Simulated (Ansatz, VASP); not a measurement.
## Bi in VASP and in Ansatz

The input INCAR:

```
SYSTEM = Bi
PREC = Accurate ; ENCUT = 520
EDIFF = 1E-6 ; ISMEAR = -1
SIGMA = 0.1 ; LREAL = .FALSE.
LASPH = .TRUE. ; NELM = 80
ALGO = Normal ; ISIF = 2
LWAVE = .FALSE. ; LCHARG = .FALSE.
GGA = CA ; NBANDS = 22
```

File KPOINTS:

```
regular mesh
0
G
  12 12 6
  0 0 0
```

Contents of POSCAR:

```
Bi
1.0
    3.4592288244      0.0000000000      0.0000000000
   -1.7296144122      2.9957800394      0.0000000000
    0.0000000000      0.0000000000      5.6699130555
Bi
2
Direct
    0.3333333333      0.6666666667      0.2500000000
    0.6666666667      0.3333333333      0.7500000000
```

Input for Ansatz:

```yaml
crystal:
  lattice:
    - [3.4592288244, 0.0, 0.0]
    - [-1.7296144122, 2.9957800394, 0.0]
    - [0.0, 0.0, 5.6699130555]
  atoms:
    - { symbol: Bi, position: [0.3333333333, 0.6666666667, 0.25] }
    - { symbol: Bi, position: [0.6666666667, 0.3333333333, 0.75] }
hamiltonian:
  xc: lda
  pseudopotentials:
    kind: paw
    azcp:
      Bi: "pseudopotentials/Bi.paw.azcp"
basis:
  ecutwfc: 420
  fft_grid_basis: typed
kpoints:
  mp_grid: { grid: [12, 12, 6], shift: [0, 0, 0] }
magnetization:
  spin_polarized: false
scf:
  occupations: { method: fermi_dirac, width: 0.1 }
  lower_state_search: "off"
output:
  stress: true
```

Alike in both runs: task single point; functional LDA; k mesh 12 × 12 × 6; occupations fermi-dirac, width 0.1 eV; no spin polarisation.

```csv
,VASP,Ansatz
version,VASP 6.6.1,Ansatz 0.2.0
potentials or method,"VASP PAW LDA potentials, release 64 (Bi_d), cutoff 520 eV","plane waves (420 eV) with PAW, scalar-relativistic"
valence electrons in the cell,30,30
```

```tsv
	VASP	Ansatz	Ansatz less VASP
pressure (GPa)	0.0	-0.1	-0.08
traceless stress, the component that is largest in VASP (GPa)	0.56	0.57	+0.011
```

Ansatz warns that its potentials were made for another functional, while VASP's fit it. LDA's correlation is that of Perdew and Zunger in VASP and of Perdew and Wang (1992) in Ansatz.

Neither program's run includes spin-orbit coupling.
